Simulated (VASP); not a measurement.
# GeAu (Pm-3m) in VASP: a series of runs

GeAu is run at these levels: PBEsol; tasks: single point.

Program: VASP 6.6.1. These are calculated values, not measurements. Logs are shortened: lines on timing, memory, paths and dates and some standing lists are left out, and cuts for length are marked.

## 1. The cell of the first run

Symmetry: Pm-3m, No. 221, cubic system. Conventional cell: a = 3.218 Å, b = 3.218 Å, c = 3.218 Å, α = 90.00°, β = 90.00°, γ = 90.00°. Au (site symmetry m-3m) has 8 Ge at 2.79 Å and 6 Au at 3.22 Å within 3.7 Å. Ge (site symmetry m-3m) has 8 Au at 2.79 Å and 6 Ge at 3.22 Å within 3.7 Å.

## 2. Single point, PBEsol

INCAR reads:

```
ALGO = Normal
EDIFF = 1E-6
ENCUT = 520
GGA = PS
ISIF = 2
ISMEAR = 0
LASPH = True
LCHARG = False
LREAL = False
LWAVE = False
NBANDS = 20
NELM = 60
PREC = Accurate
SIGMA = 0.05
```

KPOINTS reads:

```
k-points
0
Gamma
  10 10 10
```

POSCAR reads:

```
GeAu
1.0
    3.2178687851      0.0000000000      0.0000000000
    0.0000000000      3.2178687851      0.0000000000
    0.0000000000      0.0000000000      3.2178687851
Au Ge
1 1
Direct
    0.0000000000      0.0000000000      0.0000000000
    0.5000000000      0.5000000000      0.5000000000
```

Potentials or basis: VASP PAW PBE potentials, release 64 (Au, Ge_d).

On the command line:

```console
$ cat potpaw_PBE.64/Au/POTCAR potpaw_PBE.64/Ge_d/POTCAR > POTCAR
$ mpirun -np 1 vasp_std > vasp.out
```

OUTCAR:

```text
EDIFF = 1E-6
   ENCUT = 520
   GGA = PS
   ISIF = 2
   ISMEAR = 0
   LASPH = True
   LREAL = False
   NELM = 60
   PREC = Accurate

 ion  position               nearest neighbor table
   1  0.000  0.000  0.000-   2 2.79   2 2.79   2 2.79   2 2.79   2 2.79   2 2.79   2 2.79   2 2.79

   2  0.500  0.500  0.500-   1 2.79   1 2.79   1 2.79   1 2.79   1 2.79   1 2.79   1 2.79   1 2.79

  LATTYP: Found a simple cubic cell.
 ALAT       =     3.2178687851

  Lattice vectors:

 A1 = (   3.2178687851,   0.0000000000,   0.0000000000)
 A2 = (   0.0000000000,   3.2178687851,   0.0000000000)
 A3 = (   0.0000000000,   0.0000000000,   3.2178687851)

Analysis of symmetry for initial positions (statically):
=====================================================================
 Subroutine PRICEL returns:
 Original cell was already a primitive cell.

 Routine SETGRP: Setting up the symmetry group for a
 simple cubic supercell.

 Subroutine GETGRP returns: Found 48 space group operations
 (whereof 48 operations were pure point group operations)
 out of a pool of 48 trial point group operations.

The static configuration has the point symmetry O_h .

Analysis of symmetry for dynamics (positions and initial velocities):
=====================================================================
 Subroutine PRICEL returns:
 Original cell was already a primitive cell.

 Routine SETGRP: Setting up the symmetry group for a
 simple cubic supercell.

 Subroutine GETGRP returns: Found 48 space group operations
 (whereof 48 operations were pure point group operations)
 out of a pool of 48 trial point group operations.

The dynamic configuration has the point symmetry O_h .

 Subroutine INISYM returns: Found 48 space group operations
 (whereof 48 operations are pure point group operations),
 and found     1 'primitive' translations

----------------------------------------------------------------------------------------

                                     Primitive cell

  volume of cell :      33.3200

  direct lattice vectors                    reciprocal lattice vectors
     3.217868785  0.000000000  0.000000000     0.310764691  0.000000000  0.000000000
     0.000000000  3.217868785  0.000000000     0.000000000  0.310764691  0.000000000
     0.000000000  0.000000000  3.217868785     0.000000000  0.000000000  0.310764691

  length of vectors
     3.217868785  3.217868785  3.217868785     0.310764691  0.310764691  0.310764691

  position of ions in fractional coordinates (direct lattice)
     0.000000000  0.000000000  0.000000000
[... 72 lines left out ...]
   ISPIN  =      1    spin polarized calculation?
   LNONCOLLINEAR =      F non collinear calculations
   LSORBIT =      F    spin-orbit coupling
   LASPH  =      T    aspherical Exc in radial PAW
   ENCUT  =  520.0 eV  38.22 Ry    6.18 a.u.   5.98  5.98  5.98*2*pi/ulx,y,z
   NELM   =     60;   NELMIN=  2; NELMDL= -5     # of ELM steps
   EDIFF  = 0.1E-05   stopping-criterion for ELM
   LREAL  =      F    real-space projection
   EDIFFG = 0.1E-04   stopping-criterion for IOM
   NSW    =      0    number of steps for IOM
   IBRION =     -1    ionic relax: 0-MD 1-quasi-New 2-CG
   NFREE  =      0    steps in history (QN), initial steepest desc. (CG)
   ISIF   =      2    stress and relaxation
   ISYM   =      2    0-nonsym 1-usesym 2-fastsym
   POTIM  = 0.5000    time-step for ionic-motion
   TEBEG  =    0.0;   TEEND  =   0.0 temperature during run
   PSTRESS=    0.0 pullay stress
   NELECT =      25.0000    total number of electrons
   NUPDOWN=      -1.0000    fix difference up-down
   EMIN   =  10.00;   EMAX   =-10.00  energy-range for DOS
   EFERMI =   0.00;   METHOD = LEGACY
   ISMEAR =     0;   SIGMA  =   0.05  broadening in eV -4-tet -1-fermi 0-gaus
   EFERMI_NEDOS =   21; number of points for ismear=-14 and -15
   IALGO  =     38    algorithm
   IMIX   =      4    mixing-type and parameters
     AMIX     =   0.40;   BMIX     =  1.00
     AMIX_MAG =   1.60;   BMIX_MAG =  1.00
  volume/ion in A,a.u.               =      16.66       112.43
  Fermi-wavevector in a.u.,A,eV,Ry     =   1.487601  2.811159 30.109110  2.212957
  Thomas-Fermi vector in A             =   2.600741
   LORBIT       =      0    0 simple, 1 ext, 2 COOP (PROOUT), +10 PAW based schemes
   GGA     = PS    functional components
   LHFCALC =     F    Hartree Fock is set to
   AEXX    =    0.0000 exact exchange contribution
   IVDW    =     0    specifies the selected vdW correction
   LEPSILON=     F    determine dielectric tensor
   LRPA    =     F    only Hartree local field effects (RPA)
 non-spin polarized calculation
 Gauss-broadening in eV      SIGMA  =   0.05
  energy-cutoff  :      520.00
  volume of cell :       33.32
 maximum number of plane-waves:       916
 NGX is ok and might be reduce to    24
   NGX = 11   NGY = 11   NGZ = 11

 number of electron      24.9999970 magnetization

 Free energy of the ion-electron system (eV)
  ---------------------------------------------------
  ext. energy  EPLUGINS =         0.00000000
  ---------------------------------------------------
  free energy    TOTEN  =        -8.56841946 eV

  energy without entropy =       -8.56673424  energy(sigma->0) =       -8.56757685

 E-fermi :   9.2164     XC(G=0): -12.5498

 val. band max:        9.1919779756   @ k =   0.5000   0.3000   0.1000
 cond. band min:       9.2229799024   @ k =   0.5000   0.4000   0.0000
 fundamental gap:      0.0310019268
 Fermi energy:         9.2163579381

 k-point     1 :       0.0000    0.0000    0.0000
  band No.  band energies     occupation
      1     -15.5656      2.00000
      2     -15.5656      2.00000
      3     -15.5190      2.00000
      4     -15.5190      2.00000
      5     -15.5190      2.00000
      6      -3.7391      2.00000
[... 541 lines left out ...]
     19      22.5524      0.00000
     20      23.7374      0.00000

 [... further k-points ...]
[... 5 lines left out ...]
  --------------------------------------------------------------------------------------
  -------------------------------------------------------------------------------------
  Total        1.8545302      1.8545302      1.8545302     -0.0000000      0.0000000     -0.0000000
  in kB       89.1742582     89.1742582     89.1742582     -0.0000000      0.0000000     -0.0000000
  external PRESSURE =      89.1742582 kB  Pullay stress =       0.0000000 kB

 VOLUME and BASIS-vectors are now :
 -----------------------------------------------------------------------------
  energy-cutoff  :      520.00
  volume of cell :       33.32
      direct lattice vectors                 reciprocal lattice vectors
     3.217868785  0.000000000  0.000000000     0.310764691  0.000000000  0.000000000
     0.000000000  3.217868785  0.000000000     0.000000000  0.310764691  0.000000000
     0.000000000  0.000000000  3.217868785     0.000000000  0.000000000  0.310764691

 POSITION                                       TOTAL-FORCE (eV/Angst)
 -----------------------------------------------------------------------------------
      0.00000      0.00000      0.00000         0.000000      0.000000      0.000000
      1.60893      1.60893      1.60893         0.000000      0.000000      0.000000
 -----------------------------------------------------------------------------------
    total drift:                                0.000000      0.000000     -0.000000

  FREE ENERGIE OF THE ION-ELECTRON SYSTEM (eV)
  ---------------------------------------------------
  free  energy   TOTEN  =        -8.5684194631 eV

  energy  without entropy=       -8.5667342418  energy(sigma->0) =       -8.56757685
```

It took 13 s on 1 thread of AMD EPYC 9R45 (Zen 5), shared host; peak memory 0.13 GiB.

What came out:

* Free energy: -8.5684 eV
* Pressure: 8.9 GPa

Caveat: the PAW data sets were made with another functional, which shifts forces and pressure a little; spin-orbit coupling is left out, which moves the levels of the heavy elements.

## 3. Single point, PBEsol (volume scaled by 0.960)

INCAR reads:

```
SYSTEM = GeAu
ALGO     = Normal         ! electronic algorithm
EDIFF    = 1E-7           ! SCF threshold, eV
ENCUT    = 520            ! plane-wave cutoff, eV
GGA      = PS             ! functional
ISIF     = 2              ! what is computed and relaxed
ISMEAR   = 0              ! smearing method
LASPH    = .TRUE.         ! aspherical terms in the spheres
LCHARG   = .TRUE.         ! write CHGCAR
LELF     = .TRUE.         ! ELF
LREAL    = .FALSE.        ! projectors in reciprocal space
LVHAR    = .TRUE.       
LWAVE    = .FALSE.        ! write WAVECAR
NBANDS   = 20             ! bands
NELM     = 80             ! most SCF steps
PREC     = Accurate       ! precision mode
SIGMA    = 0.05           ! smearing width, eV
```

KPOINTS reads:

```
k-points
0
G
  10 10 10
  0 0 0
```

POSCAR reads:

```
GeAu
1.0
    3.2508751420      0.0000000000      0.0000000000
    0.0000000000      3.2508751420      0.0000000000
    0.0000000000      0.0000000000      3.2508751420
Au Ge
1 1
Direct
    0.0000000000      0.0000000000      0.0000000000
    0.5000000000      0.5000000000      0.5000000000
```

Potentials or basis: VASP PAW PBE potentials, release 64 (Au, Ge_d).

On the command line:

```console
$ cat potpaw_PBE.64/Au/POTCAR potpaw_PBE.64/Ge_d/POTCAR > POTCAR
$ mpirun -np 1 vasp_std > vasp.out
```

OUTCAR:

```text
SYSTEM = GeAu
   EDIFF = 1E-7
   ENCUT = 520
   GGA = PS
   ISIF = 2
   ISMEAR = 0
   LASPH = .TRUE.
   LREAL = .FALSE.
   NELM = 80
   PREC = Accurate

 ion  position               nearest neighbor table
   1  0.000  0.000  0.000-   2 2.82   2 2.82   2 2.82   2 2.82   2 2.82   2 2.82   2 2.82   2 2.82

   2  0.500  0.500  0.500-   1 2.82   1 2.82   1 2.82   1 2.82   1 2.82   1 2.82   1 2.82   1 2.82

  LATTYP: Found a simple cubic cell.
 ALAT       =     3.2508751420

  Lattice vectors:

 A1 = (   3.2508751420,   0.0000000000,   0.0000000000)
 A2 = (   0.0000000000,   3.2508751420,   0.0000000000)
 A3 = (   0.0000000000,   0.0000000000,   3.2508751420)

Analysis of symmetry for initial positions (statically):
=====================================================================
 Subroutine PRICEL returns:
 Original cell was already a primitive cell.

 Routine SETGRP: Setting up the symmetry group for a
 simple cubic supercell.

 Subroutine GETGRP returns: Found 48 space group operations
 (whereof 48 operations were pure point group operations)
 out of a pool of 48 trial point group operations.

The static configuration has the point symmetry O_h .

Analysis of symmetry for dynamics (positions and initial velocities):
=====================================================================
 Subroutine PRICEL returns:
 Original cell was already a primitive cell.

 Routine SETGRP: Setting up the symmetry group for a
 simple cubic supercell.

 Subroutine GETGRP returns: Found 48 space group operations
 (whereof 48 operations were pure point group operations)
 out of a pool of 48 trial point group operations.

The dynamic configuration has the point symmetry O_h .

 Subroutine INISYM returns: Found 48 space group operations
 (whereof 48 operations are pure point group operations),
 and found     1 'primitive' translations

----------------------------------------------------------------------------------------
[... 109 lines left out ...]
   EFERMI_NEDOS =   21; number of points for ismear=-14 and -15
   IALGO  =     38    algorithm
   IMIX   =      4    mixing-type and parameters
     AMIX     =   0.40;   BMIX     =  1.00
     AMIX_MAG =   1.60;   BMIX_MAG =  1.00
  volume/ion in A,a.u.               =      17.18       115.92
  Fermi-wavevector in a.u.,A,eV,Ry     =   1.472497  2.782617 29.500814  2.168249
  Thomas-Fermi vector in A             =   2.587505
   LORBIT       =      0    0 simple, 1 ext, 2 COOP (PROOUT), +10 PAW based schemes
   GGA     = PS    functional components
   LHFCALC =     F    Hartree Fock is set to
   AEXX    =    0.0000 exact exchange contribution
   IVDW    =     0    specifies the selected vdW correction
   LEPSILON=     F    determine dielectric tensor
   LRPA    =     F    only Hartree local field effects (RPA)
 non-spin polarized calculation
 Gauss-broadening in eV      SIGMA  =   0.05
  energy-cutoff  :      520.00
  volume of cell :       34.36
 maximum number of plane-waves:       952
   NGX = 13   NGY = 13   NGZ = 13

 number of electron      24.9999965 magnetization

 Free energy of the ion-electron system (eV)
  ---------------------------------------------------
  ext. energy  EPLUGINS =         0.00000000
  ---------------------------------------------------
  free energy    TOTEN  =        -8.61260268 eV

  energy without entropy =       -8.61098692  energy(sigma->0) =       -8.61179480

 E-fermi :   8.7646     XC(G=0): -12.3777

 val. band max:        8.7615889451   @ k =   0.5000   0.4000   0.4000
 cond. band min:       8.8136212351   @ k =   0.5000   0.3000   0.0000
 fundamental gap:      0.0520322900
 Fermi energy:         8.7646100486

 k-point     1 :       0.0000    0.0000    0.0000
  band No.  band energies     occupation
      1     -15.9905      2.00000
      2     -15.9905      2.00000
      3     -15.9488      2.00000
      4     -15.9488      2.00000
      5     -15.9488      2.00000
      6      -3.8848      2.00000
[... 541 lines left out ...]
     19      21.8239      0.00000
     20      23.1019      0.00000

 [... further k-points ...]

------------------------ aborting loop because EDIFF is reached ----------------------------------------

  FORCE on cell =-STRESS in cart. coord.  units (eV):
  Direction    XX          YY          ZZ          XY          YZ          ZX
  --------------------------------------------------------------------------------------
  -------------------------------------------------------------------------------------
  Total        1.0045396      1.0045396      1.0045396      0.0000000     -0.0000000      0.0000000
  in kB       46.8464613     46.8464613     46.8464613      0.0000000     -0.0000000      0.0000000
  external PRESSURE =      46.8464613 kB  Pullay stress =       0.0000000 kB

 VOLUME and BASIS-vectors are now :
 -----------------------------------------------------------------------------
  energy-cutoff  :      520.00
  volume of cell :       34.36
      direct lattice vectors                 reciprocal lattice vectors
     3.250875142  0.000000000  0.000000000     0.307609476  0.000000000  0.000000000
     0.000000000  3.250875142  0.000000000     0.000000000  0.307609476  0.000000000
     0.000000000  0.000000000  3.250875142     0.000000000  0.000000000  0.307609476

 POSITION                                       TOTAL-FORCE (eV/Angst)
 -----------------------------------------------------------------------------------
      0.00000      0.00000      0.00000         0.000000      0.000000      0.000000
      1.62544      1.62544      1.62544         0.000000      0.000000      0.000000
 -----------------------------------------------------------------------------------
    total drift:                                0.000000      0.000000     -0.000000

  FREE ENERGIE OF THE ION-ELECTRON SYSTEM (eV)
  ---------------------------------------------------
  free  energy   TOTEN  =        -8.6126026755 eV

  energy  without entropy=       -8.6109869175  energy(sigma->0) =       -8.61179480
```

It took 14 s on 1 thread of AMD EPYC 9R45 (Zen 5), shared host; peak memory 0.14 GiB.

Results:

```
Free energy : -8.6126 eV
Pressure    : 4.7 GPa
```

Caveat: the cell differs from its parent crystal (volume scaled by 0.960); the PAW data sets were made with another functional, which shifts forces and pressure a little; spin-orbit coupling is left out, which moves the levels of the heavy elements.

## 4. Single point, PBEsol (volume scaled by 0.980)

INCAR reads:

```
ALGO = Normal
EDIFF = 1E-6
ENCUT = 520
GGA = PS
ISIF = 2
ISMEAR = 0
LASPH = True
LCHARG = False
LREAL = False
LWAVE = False
NBANDS = 20
NELM = 100
PREC = Accurate
SIGMA = 0.05
```

KPOINTS reads:

```
k-points
0
Gamma
  10 10 10
```

POSCAR reads:

```
GeAu
1.0
    3.2732956791      0.0000000000      0.0000000000
    0.0000000000      3.2732956791      0.0000000000
    0.0000000000      0.0000000000      3.2732956791
Au Ge
1 1
Direct
    0.0000000000      0.0000000000      0.0000000000
    0.5000000000      0.5000000000      0.5000000000
```

On the command line:

```console
$ cat potpaw_PBE.64/Au/POTCAR potpaw_PBE.64/Ge_d/POTCAR > POTCAR
$ mpirun -np 1 vasp_std > vasp.out
```

Wall time 13 s (1 thread of AMD EPYC 9R45 (Zen 5), shared host); peak memory 0.14 GiB.

Results (log left out):

- Free energy: -8.6282 eV
- Pressure: 2.2 GPa

Levels at points of the mesh, in eV from the Fermi level:
| k point | band 9 | band 10 | band 11 | band 12 | band 13 | band 14 | band 15 | band 16 |
| --- | --- | --- | --- | --- | --- | --- | --- | --- |
| (0.00, 0.00, 0.00) | -4.04 | -4.04 | -4.04 | 1.45 | 1.45 | 1.45 | 2.74 | 8.75 |
| (0.50, 0.00, 0.00) | -5.05 | -5.05 | -3.97 | -2.92 | 5.42 | 5.42 | 6.74 | 7.33 |
| (0.50, 0.50, 0.00) | -4.62 | -3.99 | -3.99 | -3.31 | -1.96 | -0.70 | 4.54 | 10.21 |
| (0.50, 0.50, 0.50) | -5.68 | -3.27 | -3.27 | 1.86 | 1.86 | 1.86 | 2.24 | 2.38 |

Caveat: the cell differs from its parent crystal (volume scaled by 0.980); the PAW data sets were made with another functional, which shifts forces and pressure a little; spin-orbit coupling is left out, which moves the levels of the heavy elements.

## 5. Single point, PBEsol

This run uses another cell than the first one, of 17.66 Å³/atom, 1.060 times its volume.

INCAR reads:

```
SYSTEM = GeAu
PREC = Accurate ; ENCUT = 520
EDIFF = 1E-6 ; ISMEAR = 0
SIGMA = 0.05 ; LREAL = .FALSE.
LASPH = .TRUE. ; NELM = 100
ALGO = Normal ; ISIF = 2
LWAVE = .FALSE. ; LCHARG = .FALSE.
GGA = PS ; NBANDS = 20
```

KPOINTS reads:

```
Automatic mesh
0
G
  10 10 10
  0 0 0
```

POSCAR reads:

```
GeAu
1.0
    3.2809826461      0.0000000000      0.0000000000
    0.0000000000      3.2809826461      0.0000000000
    0.0000000000      0.0000000000      3.2809826461
Au Ge
1 1
Direct
    0.0000000000      0.0000000000      0.0000000000
    0.5000000000      0.5000000000      0.5000000000
```

On the command line:

```console
$ cat potpaw_PBE.64/Au/POTCAR potpaw_PBE.64/Ge_d/POTCAR > POTCAR
$ mpirun -np 1 vasp_std > vasp.out
```

Wall time 13 s (1 thread of AMD EPYC 9R45 (Zen 5), shared host); peak memory 0.13 GiB.

It converged, with:

| Property | Result |
| --- | --- |
| Free energy | -8.6311 eV |
| Pressure | 1.4 GPa |

Levels at points of the mesh, in eV from the Fermi level:
| k point | band 8 | band 9 | band 10 | band 11 | band 12 | band 13 | band 14 | band 15 | band 16 | band 17 |
| --- | --- | --- | --- | --- | --- | --- | --- | --- | --- | --- |
| (0.00, 0.00, 0.00) | -5.73 | -4.01 | -4.01 | -4.01 | 1.45 | 1.45 | 1.45 | 2.68 | 8.73 | 8.73 |
| (0.50, 0.00, 0.00) | -5.48 | -5.02 | -5.02 | -3.95 | -2.91 | 5.38 | 5.38 | 6.69 | 7.33 | 7.92 |
| (0.50, 0.50, 0.00) | -4.58 | -4.58 | -3.95 | -3.95 | -3.30 | -1.98 | -0.70 | 4.51 | 10.19 | 10.19 |
| (0.50, 0.50, 0.50) | -6.67 | -5.69 | -3.26 | -3.26 | 1.87 | 1.87 | 1.87 | 2.21 | 2.36 | 2.36 |

Caveat: the PAW data sets were made with another functional, which shifts forces and pressure a little; spin-orbit coupling is left out, which moves the levels of the heavy elements.

## 6. Overview

```csv
cell,gap on the mesh (eV),pressure (GPa)
"a = 3.218 Å, 2 atoms",none,8.9
"a = 3.251 Å, 2 atoms",none,4.7
"a = 3.273 Å, 2 atoms",none,2.2
"a = 3.281 Å, 2 atoms",none,1.4
```

Alike in all rows: task single point; level PBEsol; potentials or basis VASP PAW PBE potentials, release 64 (Au, Ge_d); no spin polarisation; k mesh 10 × 10 × 10; cutoff (eV) 520; smearing gaussian 0.05 eV.

Caveats: the PAW data sets were made with another functional, which shifts forces and pressure a little; spin-orbit coupling is left out, which moves the levels of the heavy elements.

Absolute energies hang on the potentials; compare differences alone.
